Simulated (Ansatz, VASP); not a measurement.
**Pb in VASP and in Ansatz**

```xyz
2
Lattice="0.0000 3.4390 3.4734 3.4390 0.0000 3.4734 3.4390 3.4390 0.0000" Properties=species:S:1:pos:R:3 pbc="T T T"
Pb    0.0000    0.0000    0.0000
Pb    1.7195    1.7195    1.7367
```

Change from the starting cell: zz strain of +1 %.

Alike in both runs: task single point; functional LDA; k mesh 8 × 8 × 8; occupations fermi-dirac, width 0.05 eV; no spin polarisation.

|  | VASP | Ansatz |
| --- | --- | --- |
| version | VASP 6.6.1 | Ansatz 0.2.0 |
| potentials or method | VASP PAW LDA potentials, release 64 (Pb_d), cutoff 520 eV | all-electron LAPW, scalar-relativistic |

|  | VASP | Ansatz | Ansatz less VASP |
| --- | --- | --- | --- |
| pressure (GPa) | -1.0 | -1.0 | -0.01 |
| traceless stress, the component that is largest in VASP (GPa) | -0.07 | -0.07 | 0.000 |

LDA's correlation is that of Perdew and Zunger in VASP and of Perdew and Wang (1992) in Ansatz. Ansatz ran all-electron here, and VASP with PAW potentials.

Spin-orbit coupling is off throughout.
